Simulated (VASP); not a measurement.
Runs of VASP 6.6.1 on HfN. The structure is that of space group F-43m (No. 216), or close to it. The cells are those of the table. 

```csv
task,cell,k mesh,cutoff (eV),smearing,gap on the mesh (eV),pressure (GPa)
single point,"a = 3.417 Å, angles 60.0°, 2 atoms",8 × 8 × 8,600,gaussian 0.1 eV,none,-0.7
single point,"a = 3.415 Å, angles 60.0°, 2 atoms",16 × 16 × 16,520,gaussian 0.1 eV,none,(a)
single point,"a = 3.415 Å, angles 60.0°, 2 atoms",12 × 12 × 12,520,gaussian 0.15 eV,none,0.0
relaxation of cell and atoms,"relaxed from a = 3.417 Å, angles 60.0°, 2 atoms",16 × 16 × 16,600,gaussian 0.1 eV,none,0.0
```

Alike in all rows: level LDA; potentials or basis VASP PAW LDA potentials, release 64 (Hf_pv, N); no spin polarisation.

Fill in the values left out.

(a) -0.2.

Caveats: spin-orbit coupling is left out, which moves the levels of the heavy elements.

A k mesh can miss the band edges, and the runs leave out spin-orbit coupling on Hf.

A gap of «none» marks levels without a gap at the run's occupations.
